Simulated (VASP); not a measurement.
# HfB (Fm-3m) in VASP: further runs

Aim: see how the results for HfB move with the level of theory and the settings. Levels: revPBE, PBE. Tasks: single point.

All numbers are computed with VASP 6.6.1; they aren't measurements. Logs are shortened: lines on timing, memory, paths and dates and some standing lists are left out, and cuts for length are marked.

### 1 The cell of the first run

Symmetry: Fm-3m, No. 225, cubic system. The conventional cell has a = 4.825 Å, b = 4.825 Å, c = 4.825 Å, α = 90.00°, β = 90.00°, γ = 90.00°. Hf (site symmetry m-3m) has 6 B at 2.41 Å within 3.2 Å. B (site symmetry m-3m) has 6 Hf at 2.41 Å within 3.2 Å.

### 2 Single point, revPBE (14.04 Å³/atom)

The input, INCAR:

```
SYSTEM = HfB
ALGO = Normal ; EDIFF = 1E-6
ENCUT = 500 ; GGA = RE
GGA_COMPAT = .False. ; ISIF = 2
ISMEAR = 0 ; LASPH = .True.
LCHARG = .True. ; LELF = .True.
LREAL = .False. ; LVHAR = .True.
LWAVE = .False. ; NBANDS = 14
NELM = 120 ; PREC = Accurate
SIGMA = 0.05
```

The input, KPOINTS:

```
k-points
0
Gamma
  8 8 8
  0 0 0
```

The input, POSCAR:

```
HfB
1.0
    0.0000000000      2.4123639744      2.4123639744
    2.4123639744      0.0000000000      2.4123639744
    2.4123639744      2.4123639744      0.0000000000
Hf B
1 1
Direct
    0.5000000000      0.5000000000      0.5000000000
    0.0000000000      0.0000000000      0.0000000000
```

Potentials or basis: VASP PAW PBE potentials, release 64 (Hf_pv, B).

On the command line:

```console
> cat potpaw_PBE.64/Hf_pv/POTCAR potpaw_PBE.64/B/POTCAR > POTCAR
> mpirun -np 1 vasp_std > vasp.out
```

OUTCAR:

```text
SYSTEM = HfB
   EDIFF = 1E-6
   ENCUT = 500
   GGA = RE
   ISIF = 2
   ISMEAR = 0
   LASPH = .True.
   LREAL = .False.
   NELM = 120
   PREC = Accurate

 ion  position               nearest neighbor table
   1  0.500  0.500  0.500-   2 2.41   2 2.41   2 2.41   2 2.41   2 2.41   2 2.41
   2  0.000  0.000  0.000-   1 2.41   1 2.41   1 2.41   1 2.41   1 2.41   1 2.41

  LATTYP: Found a face centered cubic cell.
 ALAT       =     4.8247279488

  Lattice vectors:

 A1 = (   0.0000000000,   2.4123639744,   2.4123639744)
 A2 = (   2.4123639744,   0.0000000000,   2.4123639744)
 A3 = (   2.4123639744,   2.4123639744,   0.0000000000)

Analysis of symmetry for initial positions (statically):
=====================================================================
 Subroutine PRICEL returns:
 Original cell was already a primitive cell.

 Routine SETGRP: Setting up the symmetry group for a
 face centered cubic supercell.

 Subroutine GETGRP returns: Found 48 space group operations
 (whereof 48 operations were pure point group operations)
 out of a pool of 48 trial point group operations.

The static configuration has the point symmetry O_h .

Analysis of symmetry for dynamics (positions and initial velocities):
=====================================================================
 Subroutine PRICEL returns:
 Original cell was already a primitive cell.

 Routine SETGRP: Setting up the symmetry group for a
 face centered cubic supercell.

 Subroutine GETGRP returns: Found 48 space group operations
 (whereof 48 operations were pure point group operations)
 out of a pool of 48 trial point group operations.

The dynamic configuration has the point symmetry O_h .

 Subroutine INISYM returns: Found 48 space group operations
 (whereof 48 operations are pure point group operations),
 and found     1 'primitive' translations

----------------------------------------------------------------------------------------

                                     Primitive cell

  volume of cell :      28.0775

  direct lattice vectors                    reciprocal lattice vectors
     0.000000000  2.412363974  2.412363974    -0.207265572  0.207265572  0.207265572
     2.412363974  0.000000000  2.412363974     0.207265572 -0.207265572  0.207265572
     2.412363974  2.412363974  0.000000000     0.207265572  0.207265572 -0.207265572

  length of vectors
     3.411597850  3.411597850  3.411597850     0.358994502  0.358994502  0.358994502

  position of ions in fractional coordinates (direct lattice)
     0.500000000  0.500000000  0.500000000
     0.000000000  0.000000000  0.000000000

  ion indices of the primitive-cell ions
[... 89 lines left out ...]
   EFERMI =   0.00;   METHOD = LEGACY
   ISMEAR =     0;   SIGMA  =   0.05  broadening in eV -4-tet -1-fermi 0-gaus
   EFERMI_NEDOS =   21; number of points for ismear=-14 and -15
   IALGO  =     38    algorithm
   IMIX   =      4    mixing-type and parameters
     AMIX     =   0.40;   BMIX     =  1.00
     AMIX_MAG =   1.60;   BMIX_MAG =  1.00
  volume/ion in A,a.u.               =      14.04        94.74
  Fermi-wavevector in a.u.,A,eV,Ry     =   1.266494  2.393327 21.823839  1.604007
  Thomas-Fermi vector in A             =   2.399692
   LORBIT       =      0    0 simple, 1 ext, 2 COOP (PROOUT), +10 PAW based schemes
   GGA     = RE    functional components
   LHFCALC =     F    Hartree Fock is set to
   AEXX    =    0.0000 exact exchange contribution
   IVDW    =     0    specifies the selected vdW correction
   LEPSILON=     F    determine dielectric tensor
   LRPA    =     F    only Hartree local field effects (RPA)
 non-spin polarized calculation
 Gauss-broadening in eV      SIGMA  =   0.05
  energy-cutoff  :      500.00
  volume of cell :       28.08
 maximum number of plane-waves:       725
 NGX is ok and might be reduce to    28
   NGX = 13   NGY = 13   NGZ = 13

 number of electron      13.0000000 magnetization

 Free energy of the ion-electron system (eV)
  ---------------------------------------------------
  ext. energy  EPLUGINS =         0.00000000
  ---------------------------------------------------
  free energy    TOTEN  =       -16.87079012 eV

  energy without entropy =      -16.86894476  energy(sigma->0) =      -16.86986744

 E-fermi :   4.4772     XC(G=0): -11.6563

 val. band max:        4.4419783847   @ k =   0.2500   0.0000   0.0000
 cond. band min:       4.5161910885   @ k =   0.3750   0.2500   0.1250
 fundamental gap:      0.0742127038
 Fermi energy:         4.4772260192

 k-point     1 :       0.0000    0.0000    0.0000
  band No.  band energies     occupation
      1     -24.6127      2.00000
      2     -24.6127      2.00000
      3     -24.6127      2.00000
      4      -4.7667      2.00000
      5       6.4733      0.00000
      6       6.4733      0.00000
      7       6.4733      0.00000
      8       8.0033      0.00000
      9       8.0033      0.00000
     10       8.0033      0.00000
     11       8.1412      0.00000
     12       8.1412      0.00000
     13      15.4887      0.00000
     14      15.5386      0.00000
[... 377 lines left out ...]
      1     -24.9958      2.00000
      2     -24.7816      2.00000
      3     -24.7021      2.00000
      4      -0.6754      2.00000
      5       0.8757      2.00000
      6       3.1958      2.00000
      7       3.7389      2.00000
      8       9.2667      0.00000
      9       9.3539      0.00000
     10      10.8211      0.00000
     11      14.3122      0.00000
     12      14.4546      0.00000
     13      15.7440      0.00000
     14      18.8068      0.00000

 [... further k-points ...]

------------------------ aborting loop because EDIFF is reached ----------------------------------------

  FORCE on cell =-STRESS in cart. coord.  units (eV):
  Direction    XX          YY          ZZ          XY          YZ          ZX
  --------------------------------------------------------------------------------------
  -------------------------------------------------------------------------------------
  Total        0.6055627      0.6055627      0.6055627      0.0000000      0.0000000      0.0000000
  in kB       34.5550251     34.5550251     34.5550251      0.0000000      0.0000000      0.0000000
  external PRESSURE =      34.5550251 kB  Pullay stress =       0.0000000 kB

 VOLUME and BASIS-vectors are now :
 -----------------------------------------------------------------------------
  energy-cutoff  :      500.00
  volume of cell :       28.08
      direct lattice vectors                 reciprocal lattice vectors
     0.000000000  2.412363974  2.412363974    -0.207265572  0.207265572  0.207265572
     2.412363974  0.000000000  2.412363974     0.207265572 -0.207265572  0.207265572
     2.412363974  2.412363974  0.000000000     0.207265572  0.207265572 -0.207265572

 POSITION                                       TOTAL-FORCE (eV/Angst)
 -----------------------------------------------------------------------------------
      2.41236      2.41236      2.41236         0.000000      0.000000      0.000000
      0.00000      0.00000      0.00000        -0.000000     -0.000000     -0.000000
 -----------------------------------------------------------------------------------
    total drift:                                0.000000      0.000000      0.000000

  FREE ENERGIE OF THE ION-ELECTRON SYSTEM (eV)
  ---------------------------------------------------
  free  energy   TOTEN  =       -16.8707901191 eV

  energy  without entropy=      -16.8689447587  energy(sigma->0) =      -16.86986744
```

OSZICAR:

```text
N       E                     dE             d eps       ncg     rms          rms(c)
DAV:   1     0.209872463713E+02    0.20987E+02   -0.68187E+03   812   0.834E+02
DAV:   2    -0.174774969091E+02   -0.38465E+02   -0.36642E+02  1056   0.185E+02
DAV:   3    -0.185437527574E+02   -0.10663E+01   -0.10609E+01   986   0.209E+01
DAV:   4    -0.185481201141E+02   -0.43674E-02   -0.43670E-02   950   0.169E+00
DAV:   5    -0.185481475523E+02   -0.27438E-04   -0.27438E-04  1010   0.120E-01    0.545E+01
DAV:   6    -0.169238047400E+02    0.16243E+01   -0.27207E+00   908   0.984E+00    0.346E+01
DAV:   7    -0.168932955570E+02    0.30509E-01   -0.60108E-01  1040   0.519E+00    0.104E+01
DAV:   8    -0.168708032344E+02    0.22492E-01   -0.68249E-02   904   0.159E+00    0.137E+00
DAV:   9    -0.168707615601E+02    0.41674E-04   -0.38276E-03  1058   0.439E-01    0.315E-01
DAV:  10    -0.168707894450E+02   -0.27885E-04   -0.76393E-05   926   0.664E-02    0.355E-02
DAV:  11    -0.168707901191E+02   -0.67415E-06   -0.27018E-06  1064   0.110E-02
   1 F= -.16870790E+02 E0= -.16869867E+02  d E =-.184536E-02
```

stdout:

```text
POSCAR found type information on POSCAR HfB
 POSCAR found :  2 types and       2 ions
 scaLAPACK will be used
 -----------------------------------------------------------------------------
|                                                                             |
|                                                                             |
|     You enforced a specific xc type in the INCAR file but a different       |
|     I HOPE YOU KNOW WHAT YOU ARE DOING!                                     |
|                                                                             |
 -----------------------------------------------------------------------------

 LDA part: xc-table for (Slater+PW92), standard interpolation
 POSCAR, INCAR and KPOINTS ok, starting setup
 FFT: planning ... GRIDC
 FFT: planning ... GRID_SOFT
 FFT: planning ... GRID
 WAVECAR not read
 entering main loop
```

It took 21 s on 1 thread of Intel Xeon 8259CL, shared host; peak memory 0.16 GiB.

What came out:

```yaml
Free_energy: -16.8708 eV
Pressure: 3.5 GPa
Band_gap_on_the_k_mesh: zero (an odd number of electrons rules out a gap without spin polarisation)
```

Caveat: the cell stands under pressure; the PAW data sets were made with another functional, which shifts forces and pressure a little; spin-orbit coupling is left out, which moves the levels of the heavy elements; an odd number of electrons without spin polarisation forces a metal; a magnetic or distorted state may lie lower.

### 3 Single point, revPBE (13.75 Å³/atom)

This run uses another cell than the first one, of 13.75 Å³/atom.

The input, INCAR:

```
SYSTEM = HfB
ALGO = Normal ; EDIFF = 1E-6
ENCUT = 500 ; GGA = RE
GGA_COMPAT = .FALSE. ; ISIF = 2
ISMEAR = 0 ; LASPH = .TRUE.
LCHARG = .FALSE. ; LREAL = .FALSE.
LWAVE = .FALSE. ; NBANDS = 14
NELM = 120 ; PREC = Accurate
SIGMA = 0.05
```

The input, KPOINTS:

```
k-points
0
G
  8 8 8
  0 0 0
```

The input, POSCAR:

```
HfB
1.0
    0.0000000000      2.3958404149      2.3958404149
    2.3958404149      0.0000000000      2.3958404149
    2.3958404149      2.3958404149      0.0000000000
Hf B
1 1
Direct
    0.5000000000      0.5000000000      0.5000000000
    0.0000000000      0.0000000000      0.0000000000
```

Potentials or basis: VASP PAW PBE potentials, release 64 (Hf_pv, B).

On the command line:

```console
> cat potpaw_PBE.64/Hf_pv/POTCAR potpaw_PBE.64/B/POTCAR > POTCAR
> mpirun -np 1 vasp_std > vasp.out
```

Wall time 18 s (1 thread of Intel Xeon 8259CL, shared host); peak memory 0.16 GiB.

Results (log left out):

| Property | Result |
| --- | --- |
| Free energy | -16.8512 eV |
| Pressure | 7.4 GPa |
| Band gap on the k mesh | zero (an odd number of electrons rules out a gap without spin polarisation) |

Levels at points of the mesh, in eV from the Fermi level:
```
           k point  band 5  band 6  band 7  band 8  band 9  band 10
(0.00, 0.00, 0.00)    2.02    2.02    2.02    3.58    3.58     3.58
(0.50, 0.00, 0.00)   -4.54   -1.25   -1.25    5.77    5.77     6.64
(0.50, 0.50, 0.00)   -1.29   -0.91    1.94    1.94    5.48     6.94
```

Caveat: the cell stands under pressure; the PAW data sets were made with another functional, which shifts forces and pressure a little; spin-orbit coupling is left out, which moves the levels of the heavy elements; an odd number of electrons without spin polarisation forces a metal; a magnetic or distorted state may lie lower.

[end of part 1 of 2]

The gap in the log of VASP goes by the Fermi energy; the results here count the filled bands.